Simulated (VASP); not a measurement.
# CaBr (P6_3mc) in VASP: notebook

Runs on CaBr. Level: PBE. Tasks: single point, relaxation of cell and atoms.

All numbers are computed with VASP 6.6.1; they aren't measurements. Logs are shortened: lines on timing, memory, paths and dates and some standing lists are left out, and cuts for length are marked.

## 1. The cell of the first run

The structure is hexagonal, space group P6_3mc (No. 186). Conventional cell: a = 3.763 Å, b = 3.763 Å, c = 9.543 Å, α = 90.00°, β = 90.00°, γ = 120.00°. Within 3.8 Å of Br (site symmetry 3m) lie 4 Ca at 2.81 to 2.93 Å and 6 Br at 3.76 Å. Ca (site symmetry 3m) has 4 Br at 2.81 to 2.93 Å and 6 Ca at 3.76 Å within 3.8 Å.

## 2. Single point, PBE

INCAR

```
PREC = Accurate ; ENCUT = 520
EDIFF = 1E-6 ; ISMEAR = -1
SIGMA = 0.05 ; LREAL = F
LASPH = T ; NELM = 80
ALGO = Normal ; ISIF = 2
LWAVE = F ; LCHARG = F
GGA = PE ; NBANDS = 25
```

KPOINTS

```
Automatic mesh
0
Gamma
  8 8 3
```

POSCAR

```
CaBr
1.0
    3.7631496656      0.0000000000      0.0000000000
   -1.8815748328      3.2589832086      0.0000000000
    0.0000000000      0.0000000000      9.5428957462
Br Ca
2 2
Direct
    0.6666666667      0.3333333333      0.5402207998
    0.3333333333      0.6666666667      0.0402207998
    0.6666666667      0.3333333333      0.8347792002
    0.3333333333      0.6666666667      0.3347792002
```

Potentials or basis: VASP PAW PBE potentials, release 64 (Br, Ca_sv).

Run with:

```bash
$ cat potpaw_PBE.64/Br/POTCAR potpaw_PBE.64/Ca_sv/POTCAR > POTCAR
$ mpirun -np 1 vasp_std > vasp.out
```

OUTCAR:

```text
PREC = Accurate
   ENCUT = 520
   EDIFF = 1E-6
   ISMEAR = -1
   LREAL = F
   LASPH = T
   NELM = 80
   ISIF = 2
   GGA = PE

 ion  position               nearest neighbor table
   1  0.667  0.333  0.540-   3 2.81   4 2.93   4 2.93   4 2.93
   2  0.333  0.667  0.040-   4 2.81   3 2.93   3 2.93   3 2.93
   3  0.667  0.333  0.835-   1 2.81   2 2.93   2 2.93   2 2.93
   4  0.333  0.667  0.335-   2 2.81   1 2.93   1 2.93   1 2.93

  LATTYP: Found a hexagonal cell.
 ALAT       =     3.7631496656
 C/A-ratio  =     2.5358799395

  Lattice vectors:

 A1 = (   3.7631496656,   0.0000000000,   0.0000000000)
 A2 = (  -1.8815748328,   3.2589832086,   0.0000000000)
 A3 = (   0.0000000000,   0.0000000000,   9.5428957462)

Analysis of symmetry for initial positions (statically):
=====================================================================
 Subroutine PRICEL returns:
 Original cell was already a primitive cell.

 Routine SETGRP: Setting up the symmetry group for a
 hexagonal supercell.

 Subroutine GETGRP returns: Found 12 space group operations
 (whereof  6 operations were pure point group operations)
 out of a pool of 24 trial point group operations.

The static configuration has the point symmetry C_3v.
 The point group associated with its full space group is C_6v.

Analysis of symmetry for dynamics (positions and initial velocities):
=====================================================================
 Subroutine PRICEL returns:
 Original cell was already a primitive cell.

 Routine SETGRP: Setting up the symmetry group for a
 hexagonal supercell.

 Subroutine GETGRP returns: Found 12 space group operations
 (whereof  6 operations were pure point group operations)
 out of a pool of 24 trial point group operations.

The dynamic configuration has the point symmetry C_3v.
 The point group associated with its full space group is C_6v.

 Subroutine INISYM returns: Found 12 space group operations
 (whereof  6 operations are pure point group operations),
 and found     1 'primitive' translations

----------------------------------------------------------------------------------------

                                     Primitive cell
[... 77 lines left out ...]
   ions per type =               2   2
   NGX,Y,Z   is equivalent  to a cutoff of  12.37, 12.37, 12.54 a.u.
   NGXF,Y,Z  is equivalent  to a cutoff of  24.74, 24.74, 25.09 a.u.
 SYSTEM =  unknown system
   PREC   = accura    normal or accurate (medium, high low for compatibility)
   ISTART =      0    job   : 0-new  1-cont  2-samecut
   ICHARG =      2    charge: 1-file 2-atom 10-const
   ISPIN  =      1    spin polarized calculation?
   LNONCOLLINEAR =      F non collinear calculations
   LSORBIT =      F    spin-orbit coupling
   LASPH  =      T    aspherical Exc in radial PAW
   ENCUT  =  520.0 eV  38.22 Ry    6.18 a.u.   7.00  7.00 17.74*2*pi/ulx,y,z
   NELM   =     80;   NELMIN=  2; NELMDL= -5     # of ELM steps
   EDIFF  = 0.1E-05   stopping-criterion for ELM
   LREAL  =      F    real-space projection
[... 7 lines left out ...]
   TEBEG  =    0.0;   TEEND  =   0.0 temperature during run
   PSTRESS=    0.0 pullay stress
   NELECT =      34.0000    total number of electrons
   NUPDOWN=      -1.0000    fix difference up-down
   EMIN   =  10.00;   EMAX   =-10.00  energy-range for DOS
   EFERMI =   0.00;   METHOD = LEGACY
   ISMEAR =    -1;   SIGMA  =   0.05  broadening in eV -4-tet -1-fermi 0-gaus
   EFERMI_NEDOS =   21; number of points for ismear=-14 and -15
   IALGO  =     38    algorithm
   IMIX   =      4    mixing-type and parameters
     AMIX     =   0.40;   BMIX     =  1.00
     AMIX_MAG =   1.60;   BMIX_MAG =  1.00
  volume/ion in A,a.u.               =      29.26       197.45
  Fermi-wavevector in a.u.,A,eV,Ry     =   1.084251  2.048937 15.995015  1.175600
  Thomas-Fermi vector in A             =   2.220337
   LORBIT       =      0    0 simple, 1 ext, 2 COOP (PROOUT), +10 PAW based schemes
   GGA     = PE    functional components
   LHFCALC =     F    Hartree Fock is set to
   AEXX    =    0.0000 exact exchange contribution
   IVDW    =     0    specifies the selected vdW correction
   LEPSILON=     F    determine dielectric tensor
   LRPA    =     F    only Hartree local field effects (RPA)
 non-spin polarized calculation
  energy-cutoff  :      520.00
  volume of cell :      117.03
 maximum number of plane-waves:      3177
 NGX is ok and might be reduce to    28
   NGX = 13   NGY = 13   NGZ = 35

 number of electron      33.9999997 magnetization

 Free energy of the ion-electron system (eV)
  ---------------------------------------------------
  ext. energy  EPLUGINS =         0.00000000
  ---------------------------------------------------
  free energy    TOTEN  =       -11.69439011 eV

  energy without entropy =      -11.65294100  energy(sigma->0) =      -11.67366556

 E-fermi :   4.0586     XC(G=0):  -8.6814

 val. band max:        4.0571895347   @ k =   0.2500   0.1250   0.3333
 cond. band min:       4.0661258924   @ k =   0.5000   0.0000   0.3333
 fundamental gap:      0.0089363577
 Fermi energy:         4.0585749257

 k-point     1 :       0.0000    0.0000    0.0000
  band No.  band energies     occupation
      1     -37.8998      2.00000
      2     -37.8992      2.00000
      3     -18.9906      2.00000
      4     -18.9279      2.00000
      5     -18.8808      2.00000
      6     -18.8808      2.00000
[... 549 lines left out ...]
     24       7.3533      0.00000
     25       8.1268      0.00000

------------------------ aborting loop because EDIFF is reached ----------------------------------------

  FORCE on cell =-STRESS in cart. coord.  units (eV):
  Direction    XX          YY          ZZ          XY          YZ          ZX
  --------------------------------------------------------------------------------------
  -------------------------------------------------------------------------------------
  Total        3.6914855      3.6914855      3.7734475      0.0000000      0.0000000      0.0000000
  in kB       50.5356612     50.5356612     51.6577044      0.0000000      0.0000000      0.0000000
  external PRESSURE =      50.9096756 kB  Pullay stress =       0.0000000 kB

 VOLUME and BASIS-vectors are now :
 -----------------------------------------------------------------------------
  energy-cutoff  :      520.00
  volume of cell :      117.03
      direct lattice vectors                 reciprocal lattice vectors
     3.763149666  0.000000000  0.000000000     0.265734847  0.153422085  0.000000000
    -1.881574833  3.258983209  0.000000000     0.000000000  0.306844171  0.000000000
     0.000000000  0.000000000  9.542895746     0.000000000  0.000000000  0.104789995

 POSITION                                       TOTAL-FORCE (eV/Angst)
 -----------------------------------------------------------------------------------
      1.88157      1.08633      5.15527         0.000000      0.000000      0.006152
     -0.00000      2.17266      0.38382        -0.000000     -0.000000      0.006152
      1.88157      1.08633      7.96621         0.000000     -0.000000     -0.006152
     -0.00000      2.17266      3.19476        -0.000000      0.000000     -0.006152
 -----------------------------------------------------------------------------------
    total drift:                               -0.000000      0.000000      0.000604

  FREE ENERGIE OF THE ION-ELECTRON SYSTEM (eV)
  ---------------------------------------------------
  free  energy   TOTEN  =       -11.6943901144 eV

  energy  without entropy=      -11.6529410046  energy(sigma->0) =      -11.67366556
```

It took 27 s on 1 thread of Intel Xeon 6975P-C (Granite Rapids), shared host; peak memory 0.24 GiB.

Results:

```
Free energy            : -11.6944 eV
Pressure               : 5.1 GPa
Largest force          : 0.006 eV/Å
Band gap on the k mesh : zero (bands 17 and 18 overlap by 1.05 eV)
```

Forces in eV/Å, atoms in the order of the input:
```
Br   0.000  0.000  0.006
Br   0.000  0.000  0.006
Ca   0.000  0.000 -0.006
Ca   0.000  0.000 -0.006
```

Stress tensor (GPa, compression positive):
```
5.05 0.00 0.00
0.00 5.05 0.00
0.00 0.00 5.17
```

Caveat: the cell stands under pressure.

## 3. Single point, PBE

This run uses another cell than the first one, of 32.31 Å³/atom.

INCAR

```
SYSTEM = CaBr
ALGO = Normal
EDIFF = 1E-7
ENCUT = 520
GGA = PE
ISIF = 2
ISMEAR = -1
LASPH = .TRUE.
LCHARG = .TRUE.
LELF = .TRUE.
LREAL = .FALSE.
LVHAR = .TRUE.
LWAVE = .FALSE.
NBANDS = 25
NELM = 60
PREC = Accurate
SIGMA = 0.05
```

KPOINTS

```
k-points
0
G
  8 8 3
  0 0 0
```

POSCAR

```
CaBr
1.0
    3.9207971100      0.0000000000      0.0000000000
   -1.9603985550      3.3955099003      0.0000000000
    0.0000000000      0.0000000000      9.7083475818
Br Ca
2 2
Direct
    0.6666666667      0.3333333333      0.5384543190
    0.3333333333      0.6666666667      0.0384543190
    0.6666666667      0.3333333333      0.8365456810
    0.3333333333      0.6666666667      0.3365456810
```

Potentials or basis: VASP PAW PBE potentials, release 64 (Br, Ca_sv).

Run with:

```bash
$ cat potpaw_PBE.64/Br/POTCAR potpaw_PBE.64/Ca_sv/POTCAR > POTCAR
$ mpirun -np 1 vasp_std > vasp.out
```

Wall time 35 s (1 thread of Intel Xeon 6975P-C (Granite Rapids), shared host); peak memory 0.26 GiB.

Results (log left out):

```
Free energy            : -11.9577 eV
Pressure               : 2.0 GPa
Largest force          : 0.009 eV/Å
Band gap on the k mesh : zero (bands 17 and 18 overlap by 1.00 eV)
```

Forces on the atoms (eV/Å):
```
Br   0.000  0.000  0.009
Br   0.000  0.000  0.009
Ca   0.000  0.000 -0.009
Ca   0.000  0.000 -0.009
```

Stress tensor (GPa, compression positive):
```
2.01 0.00 0.00
0.00 2.01 0.00
0.00 0.00 2.10
```

Levels at points of the mesh, in eV from the Fermi level:
```csv
k point,band 14,band 15,band 16,band 17,band 18,band 19,band 20,band 21
"(0.00, 0.00, 0.00)",-3.89,-3.80,-3.80,-1.79,-0.19,2.05,2.05,2.20
"(0.50, 0.00, 0.00)",-5.19,-4.36,-4.23,0.05,0.12,1.03,1.09,2.20
```

## 4. Single point, PBE

This run uses another cell than the first one, of 35.38 Å³/atom.

INCAR

```
SYSTEM = CaBr
PREC = Accurate
ENCUT = 520
EDIFF = 1E-6
ISMEAR = -1
SIGMA = 0.05
LREAL = .FALSE.
LASPH = .TRUE.
NELM = 80
ALGO = Normal
ISIF = 2
LWAVE = .FALSE.
LCHARG = .FALSE.
GGA = PE
NBANDS = 25
```

KPOINTS

```
Automatic mesh
0
G
  8 8 3
  0 0 0
```

POSCAR

```
CaBr
1.0
    4.0721417512      0.0000000000      0.0000000000
   -2.0360708756      3.5265782044      0.0000000000
    0.0000000000      0.0000000000      9.8556707890
Br Ca
2 2
Direct
    0.6666666667      0.3333333333      0.5367874772
    0.3333333333      0.6666666667      0.0367874772
    0.6666666667      0.3333333333      0.8382125228
    0.3333333333      0.6666666667      0.3382125228
```

Potentials or basis: VASP PAW PBE potentials, release 64 (Br, Ca_sv).

Run with:

```bash
$ cat potpaw_PBE.64/Br/POTCAR potpaw_PBE.64/Ca_sv/POTCAR > POTCAR
$ mpirun -np 1 vasp_std > vasp.out
```

OUTCAR:

```text
SYSTEM = CaBr
   PREC = Accurate
   ENCUT = 520
   EDIFF = 1E-6
   ISMEAR = -1
   LREAL = .FALSE.
   LASPH = .TRUE.
   NELM = 80
   ISIF = 2
   GGA = PE

 ion  position               nearest neighbor table
   1  0.667  0.333  0.537-   3 2.97
   2  0.333  0.667  0.037-   4 2.97
   3  0.667  0.333  0.838-   1 2.97
   4  0.333  0.667  0.338-   2 2.97

  LATTYP: Found a hexagonal cell.
 ALAT       =     4.0721417512
 C/A-ratio  =     2.4202671201

  Lattice vectors:

 A1 = (   4.0721417512,   0.0000000000,   0.0000000000)
 A2 = (  -2.0360708756,   3.5265782044,   0.0000000000)
 A3 = (   0.0000000000,   0.0000000000,   9.8556707890)

Analysis of symmetry for initial positions (statically):
=====================================================================
 Subroutine PRICEL returns:
 Original cell was already a primitive cell.

 Routine SETGRP: Setting up the symmetry group for a
 hexagonal supercell.

 Subroutine GETGRP returns: Found 12 space group operations
 (whereof  6 operations were pure point group operations)
[... 161 lines left out ...]

  energy without entropy =      -11.99667447  energy(sigma->0) =      -12.01480408

 E-fermi :   2.9952     XC(G=0):  -7.9269

 val. band max:        2.9926817846   @ k =   0.2500   0.1250   0.0000
 cond. band min:       3.0585564631   @ k =   0.3750  -0.0000   0.3333
 fundamental gap:      0.0658746785
 Fermi energy:         2.9952127241

 k-point     1 :       0.0000    0.0000    0.0000
  band No.  band energies     occupation
      1     -39.5394      2.00000
      2     -39.5392      2.00000
      3     -20.5348      2.00000
      4     -20.5226      2.00000
      5     -20.5226      2.00000
      6     -20.5221      2.00000
[... 549 lines left out ...]
     24       5.7665      0.00000
     25       6.1818      0.00000

------------------------ aborting loop because EDIFF is reached ----------------------------------------

  FORCE on cell =-STRESS in cart. coord.  units (eV):
  Direction    XX          YY          ZZ          XY          YZ          ZX
  --------------------------------------------------------------------------------------
  -------------------------------------------------------------------------------------
  Total        0.0292278      0.0292278      0.0700964      0.0000000      0.0000000     -0.0000000
  in kB        0.3308603      0.3308603      0.7934935      0.0000000      0.0000000     -0.0000000
  external PRESSURE =       0.4850714 kB  Pullay stress =       0.0000000 kB

 VOLUME and BASIS-vectors are now :
 -----------------------------------------------------------------------------
  energy-cutoff  :      520.00
  volume of cell :      141.53
      direct lattice vectors                 reciprocal lattice vectors
     4.072141751  0.000000000  0.000000000     0.245571019  0.141780494  0.000000000
    -2.036070876  3.526578204  0.000000000     0.000000000  0.283560988  0.000000000
     0.000000000  0.000000000  9.855670789     0.000000000  0.000000000  0.101464428

 POSITION                                       TOTAL-FORCE (eV/Angst)
 -----------------------------------------------------------------------------------
      2.03607      1.17553      5.29040        -0.000000      0.000000      0.001769
     -0.00000      2.35105      0.36257         0.000000      0.000000      0.001769
      2.03607      1.17553      8.26115         0.000000      0.000000     -0.001769
     -0.00000      2.35105      3.33331         0.000000      0.000000     -0.001769
 -----------------------------------------------------------------------------------
    total drift:                               -0.000000      0.000000     -0.001340

  FREE ENERGIE OF THE ION-ELECTRON SYSTEM (eV)
  ---------------------------------------------------
  free  energy   TOTEN  =       -12.0329336908 eV

  energy  without entropy=      -11.9966744743  energy(sigma->0) =      -12.01480408
```

OSZICAR:

```text
N       E                     dE             d eps       ncg     rms          rms(c)
DAV:   1     0.298679357675E+03    0.29868E+03   -0.15783E+04  1016   0.121E+03
DAV:   2     0.137551687678E+02   -0.28492E+03   -0.27519E+03  1163   0.325E+02
DAV:   3    -0.109245053331E+02   -0.24680E+02   -0.24409E+02  1674   0.780E+01
DAV:   4    -0.120968724252E+02   -0.11724E+01   -0.11686E+01  1592   0.165E+01
DAV:   5    -0.121378143609E+02   -0.40942E-01   -0.40937E-01  1472   0.224E+00    0.613E+00
DAV:   6    -0.120336813016E+02    0.10413E+00   -0.22929E-01  1335   0.241E+00    0.358E+00
DAV:   7    -0.120318493291E+02    0.18320E-02   -0.19855E-01  1360   0.258E+00    0.545E-01
DAV:   8    -0.120324562098E+02   -0.60688E-03   -0.19212E-02  1375   0.736E-01    0.103E-01
DAV:   9    -0.120327745604E+02   -0.31835E-03   -0.96306E-04  1688   0.149E-01    0.349E-02
DAV:  10    -0.120329001399E+02   -0.12558E-03   -0.90806E-05  1383   0.465E-02    0.179E-02
DAV:  11    -0.120329333546E+02   -0.33215E-04   -0.51633E-05  1328   0.418E-02    0.604E-03
DAV:  12    -0.120329336908E+02   -0.33623E-06   -0.85959E-07  1024   0.503E-03
   1 F= -.12032934E+02 E0= -.12014804E+02  d E =-.362592E-01
```

stdout:

```text
POSCAR found type information on POSCAR BrCa
 POSCAR found :  2 types and       4 ions
 scaLAPACK will be used
 LDA part: xc-table for (Slater+PW92), standard interpolation
 POSCAR, INCAR and KPOINTS ok, starting setup
 FFT: planning ... GRIDC
 FFT: planning ... GRID_SOFT
 FFT: planning ... GRID
 WAVECAR not read
 entering main loop
```

Run time: 33 s. Hardware: 1 thread of Intel Xeon 6975P-C (Granite Rapids), shared host; peak memory 0.27 GiB.

What came out:

| Item | Value |
| --- | --- |
| Free energy | -12.0329 eV |
| Pressure | 0.0 GPa |
| Band gap on the k mesh | zero (bands 17 and 18 overlap by 0.97 eV) |

(Part 1 of 2 ends here.)

The gap in the log of VASP goes by the Fermi energy; the results here count the filled bands.